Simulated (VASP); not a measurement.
# B (Pm-3m) in VASP: relaxation of cell and atoms with PBEsol

Aim: the relaxation of cell and atoms of B with PBEsol.

Program: VASP 6.6.1. These are calculated values, not measurements. Logs are shortened: lines on timing, memory, paths and dates and some standing lists are left out, and cuts for length are marked.

**1. The cell of the first run**

The structure is cubic, space group Pm-3m (No. 221). The conventional cell has a = 1.915 Å, b = 1.915 Å, c = 1.915 Å, α = 90.00°, β = 90.00°, γ = 90.00°. Within 2.5 Å of B (site symmetry m-3m) lie 6 B at 1.91 Å.

**2. Relaxation of cell and atoms, PBEsol**

INCAR

```
SYSTEM = B
PREC = Accurate
ENCUT = 500
EDIFF = 1E-7
ISMEAR = -1
SIGMA = 0.05
LREAL = .FALSE.
LASPH = .TRUE.
NELM = 120
ALGO = Normal
ISIF = 3
LWAVE = .FALSE.
LCHARG = .FALSE.
GGA = PS
IBRION = 2
NSW = 60
EDIFFG = -0.005
GGA_COMPAT = .FALSE.
NELMIN = 4
```

KPOINTS

```
Automatic mesh
0
G
  20 20 20
  0 0 0
```

POSCAR

```
B
1.0
    1.9147512897      0.0000000000      0.0000000000
    0.0000000000      1.9147512897      0.0000000000
    0.0000000000      0.0000000000      1.9147512897
B
1
Direct
    0.0000000000      0.0000000000      0.0000000000
```

Potentials or basis: VASP PAW PBE potentials, release 64 (B).

Run with:

```console
$ cat potpaw_PBE.64/B/POTCAR > POTCAR
$ mpirun -np 1 vasp_std > vasp.out
```

OUTCAR:

```text
SYSTEM = B
   PREC = Accurate
   ENCUT = 500
   EDIFF = 1E-7
   ISMEAR = -1
   LREAL = .FALSE.
   LASPH = .TRUE.
   NELM = 120
   ISIF = 3
   GGA = PS
   IBRION = 2
   NSW = 60
   EDIFFG = -0.005
   NELMIN = 4

 ion  position               nearest neighbor table
   1  0.000  0.000  0.000-

  LATTYP: Found a simple cubic cell.
 ALAT       =     1.9147512897

  Lattice vectors:

 A1 = (   1.9147512897,   0.0000000000,   0.0000000000)
 A2 = (   0.0000000000,   1.9147512897,   0.0000000000)
 A3 = (   0.0000000000,   0.0000000000,   1.9147512897)

Analysis of symmetry for initial positions (statically):
=====================================================================
 Subroutine PRICEL returns:
 Original cell was already a primitive cell.

 Routine SETGRP: Setting up the symmetry group for a
 simple cubic supercell.

 Subroutine GETGRP returns: Found 48 space group operations
 (whereof 48 operations were pure point group operations)
 out of a pool of 48 trial point group operations.

The static configuration has the point symmetry O_h .

Analysis of symmetry for dynamics (positions and initial velocities):
=====================================================================
 Subroutine PRICEL returns:
 Original cell was already a primitive cell.

 Routine SETGRP: Setting up the symmetry group for a
 simple cubic supercell.

 Subroutine GETGRP returns: Found 48 space group operations
 (whereof 48 operations were pure point group operations)
 out of a pool of 48 trial point group operations.

The dynamic configuration has the point symmetry O_h .

 Subroutine INISYM returns: Found 48 space group operations
 (whereof 48 operations are pure point group operations),
 and found     1 'primitive' translations

----------------------------------------------------------------------------------------

                                     Primitive cell

  volume of cell :       7.0200

  direct lattice vectors                    reciprocal lattice vectors
     1.914751290  0.000000000  0.000000000     0.522261040  0.000000000  0.000000000
     0.000000000  1.914751290  0.000000000     0.000000000  0.522261040  0.000000000
     0.000000000  0.000000000  1.914751290     0.000000000  0.000000000  0.522261040

  length of vectors
     1.914751290  1.914751290  1.914751290     0.522261040  0.522261040  0.522261040

  position of ions in fractional coordinates (direct lattice)
     0.000000000  0.000000000  0.000000000

  ion indices of the primitive-cell ions
   primitive index   ion index
                 1           1

----------------------------------------------------------------------------------------

 KPOINTS: Automatic mesh

Automatic generation of k-mesh.
 Grid dimensions read from file:
 generate k-points for:   20   20   20

 Generating k-lattice:

  Cartesian coordinates                     Fractional coordinates (reciprocal lattice)
     0.026113052  0.000000000  0.000000000     0.050000000  0.000000000  0.000000000
     0.000000000  0.026113052  0.000000000     0.000000000  0.050000000  0.000000000
     0.000000000  0.000000000  0.026113052     0.000000000  0.000000000  0.050000000

  Length of vectors
     0.026113052  0.026113052  0.026113052

  Shift w.r.t. Gamma in fractional coordinates (k-lattice)
     0.000000000  0.000000000  0.000000000

 Subroutine IBZKPT returns following result:
 ===========================================

 Found    286 irreducible k-points:

 Following reciprocal coordinates:
            Coordinates               Weight
  0.000000  0.000000  0.000000      1.000000
  0.050000  0.000000  0.000000      6.000000
  0.100000  0.000000  0.000000      6.000000
  0.150000  0.000000  0.000000      6.000000
  0.200000  0.000000  0.000000      6.000000
  0.250000  0.000000  0.000000      6.000000
[... 16 lines left out ...]
  0.150000  0.100000  0.000000     24.000000
  0.200000  0.100000  0.000000     24.000000
 [... further k-points ...]
   k-points           NKPTS =    286   k-points in BZ     NKDIM =    286   number of bands    NBANDS=      5
   number of dos      NEDOS =    301   number of ions     NIONS =      1
   total plane-waves  NPLWV =   2744
   dimension x,y,z NGX =    14 NGY =   14 NGZ =   14
   dimension x,y,z NGXF=    28 NGYF=   28 NGZF=   28
   ions per type =               1
   NGX,Y,Z   is equivalent  to a cutoff of  12.16, 12.16, 12.16 a.u.
   NGXF,Y,Z  is equivalent  to a cutoff of  24.31, 24.31, 24.31 a.u.
 SYSTEM =  B
   PREC   = accura    normal or accurate (medium, high low for compatibility)
   ISTART =      0    job   : 0-new  1-cont  2-samecut
   ICHARG =      2    charge: 1-file 2-atom 10-const
   ISPIN  =      1    spin polarized calculation?
   LNONCOLLINEAR =      F non collinear calculations
   LSORBIT =      F    spin-orbit coupling
   LASPH  =      T    aspherical Exc in radial PAW
   ENCUT  =  500.0 eV  36.75 Ry    6.06 a.u.   3.49  3.49  3.49*2*pi/ulx,y,z
   NELM   =    120;   NELMIN=  4; NELMDL= -5     # of ELM steps
   EDIFF  = 0.1E-06   stopping-criterion for ELM
   LREAL  =      F    real-space projection
   EDIFFG = -.5E-02   stopping-criterion for IOM
   NSW    =     60    number of steps for IOM
   IBRION =      2    ionic relax: 0-MD 1-quasi-New 2-CG
   NFREE  =      1    steps in history (QN), initial steepest desc. (CG)
   ISIF   =      3    stress and relaxation
   ISYM   =      2    0-nonsym 1-usesym 2-fastsym
   POTIM  = 0.5000    time-step for ionic-motion
   TEBEG  =    0.0;   TEEND  =   0.0 temperature during run
   PSTRESS=    0.0 pullay stress
   NELECT =       3.0000    total number of electrons
   NUPDOWN=      -1.0000    fix difference up-down
   EMIN   =  10.00;   EMAX   =-10.00  energy-range for DOS
   EFERMI =   0.00;   METHOD = LEGACY
   ISMEAR =    -1;   SIGMA  =   0.05  broadening in eV -4-tet -1-fermi 0-gaus
   EFERMI_NEDOS =   21; number of points for ismear=-14 and -15
   IALGO  =     38    algorithm
   IMIX   =      4    mixing-type and parameters
     AMIX     =   0.40;   BMIX     =  1.00
     AMIX_MAG =   1.60;   BMIX_MAG =  1.00
  volume/ion in A,a.u.               =       7.02        47.37
  Fermi-wavevector in a.u.,A,eV,Ry     =   1.233113  2.330246 20.688579  1.520568
  Thomas-Fermi vector in A             =   2.367856
   LORBIT       =      0    0 simple, 1 ext, 2 COOP (PROOUT), +10 PAW based schemes
   GGA     = PS    functional components
   LHFCALC =     F    Hartree Fock is set to
   AEXX    =    0.0000 exact exchange contribution
   IVDW    =     0    specifies the selected vdW correction
   LEPSILON=     F    determine dielectric tensor
   LRPA    =     F    only Hartree local field effects (RPA)
 conjugate gradient relaxation of ions
 non-spin polarized calculation
  energy-cutoff  :      500.00
  volume of cell :        7.02
 maximum number of plane-waves:       191
 NGX is ok and might be reduce to    14
   NGX =  7   NGY =  7   NGZ =  7

--------------------------------------- Ionic step        1  -------------------------------------------

 number of electron       3.0000000 magnetization

 Free energy of the ion-electron system (eV)
  ---------------------------------------------------
  ext. energy  EPLUGINS =         0.00000000
  ---------------------------------------------------
  free energy    TOTEN  =        -5.96863590 eV

  energy without entropy =       -5.96641553  energy(sigma->0) =       -5.96752572

------------------------ aborting loop because EDIFF is reached ----------------------------------------

  FORCE on cell =-STRESS in cart. coord.  units (eV):
  Direction    XX          YY          ZZ          XY          YZ          ZX
  --------------------------------------------------------------------------------------
  -------------------------------------------------------------------------------------
  Total       -0.5405415     -0.5405415     -0.5405415     -0.0000000     -0.0000000     -0.0000000
  in kB     -123.3679935   -123.3679935   -123.3679935     -0.0000000     -0.0000000     -0.0000000
  external PRESSURE =    -123.3679935 kB  Pullay stress =       0.0000000 kB
[... 55 lines left out ...]
  energy  without entropy=       -5.9794152111  energy(sigma->0) =       -5.98054760

--------------------------------------- Ionic step        3  -------------------------------------------

 number of electron       3.0000000 magnetization

 Free energy of the ion-electron system (eV)
  ---------------------------------------------------
  ext. energy  EPLUGINS =         0.00000000
  ---------------------------------------------------
  free energy    TOTEN  =        -5.98423037 eV

  energy without entropy =       -5.98196896  energy(sigma->0) =       -5.98309967

 E-fermi :   7.0807     XC(G=0): -12.4613

 val. band max:        7.0474185858   @ k =   0.3500   0.2500   0.0000
 cond. band min:       7.1251411520   @ k =   0.3500   0.2500   0.0500
 fundamental gap:      0.0777225662
 Fermi energy:         7.0806597374

 k-point     1 :       0.0000    0.0000    0.0000
  band No.  band energies     occupation
      1      -8.7707      2.00000
      2      20.8392      0.00000
      3      20.8392      0.00000
      4      20.8392      0.00000
      5      31.2938      0.00000

 k-point     2 :       0.0500    0.0000    0.0000
  band No.  band energies     occupation
      1      -8.6853      2.00000
      2      19.9272      0.00000
      3      20.9115      0.00000
      4      20.9115      0.00000
      5      31.3939      0.00000
[... 169 lines left out ...]
 k-point    24 :       0.2000    0.1000    0.0000
  band No.  band energies     occupation
      1      -7.0653      2.00000
      2      12.9385      0.00000
      3      19.5485      0.00000
      4      22.2154      0.00000
      5      35.2011      0.00000

 [... further k-points ...]
[... 5 lines left out ...]
  --------------------------------------------------------------------------------------
  -------------------------------------------------------------------------------------
  Total        0.0007574      0.0007574      0.0007574     -0.0000000     -0.0000000      0.0000000
  in kB        0.1829772      0.1829772      0.1829772     -0.0000000     -0.0000000      0.0000000
  external PRESSURE =       0.1829772 kB  Pullay stress =       0.0000000 kB
[... 16 lines left out ...]
  FREE ENERGIE OF THE ION-ELECTRON SYSTEM (eV)
  ---------------------------------------------------
  free  energy   TOTEN  =        -5.9842303726 eV

  energy  without entropy=       -5.9819689612  energy(sigma->0) =       -5.98309967

 reached required accuracy - stopping structural energy minimisation
```

It used 5.1 s of CPU time on 1 thread of Intel Xeon 6975P-C (shared host).

What came out:

| Item | Value |
| --- | --- |
| Free energy | -5.9842 eV |
| Relaxed volume | 6.63 Å³/atom |
| Relaxed cell | a = 1.879 Å, b = 1.879 Å, c = 1.879 Å, α = 90.00°, β = 90.00°, γ = 90.00° |
| Space group after relaxing (to 0.05 Å) | Pm-3m (No. 221) |
| Energy gained by relaxing | 15.6 meV/atom |
| Ionic steps | 3 |
| Pressure after relaxing | 0.0 GPa |

The path:
| step | energy change (eV) | largest force (eV/Å) | pressure (GPa) | volume (Å³) |
| --- | --- | --- | --- | --- |
| 1 | 0.0000 | 0.0000 | -12.34 | 7.02 |
| 2 | -0.0130 | 0.0000 | 5.64 | 6.49 |
| 3 | -0.0156 | 0.0000 | 0.02 | 6.63 |

Final structure:
```cif
data_structure
_symmetry_space_group_name_H-M 'P 1'
_symmetry_Int_Tables_number 1
_cell_length_a 1.8788
_cell_length_b 1.8788
_cell_length_c 1.8788
_cell_angle_alpha 90.000
_cell_angle_beta 90.000
_cell_angle_gamma 90.000
_cell_volume 6.63
loop_
_atom_site_label
_atom_site_type_symbol
_atom_site_fract_x
_atom_site_fract_y
_atom_site_fract_z
_atom_site_occupancy
B1 B 0.00000 0.00000 0.00000 1
```

Caveat: the PAW data sets were made with another functional, which shifts forces and pressure a little.
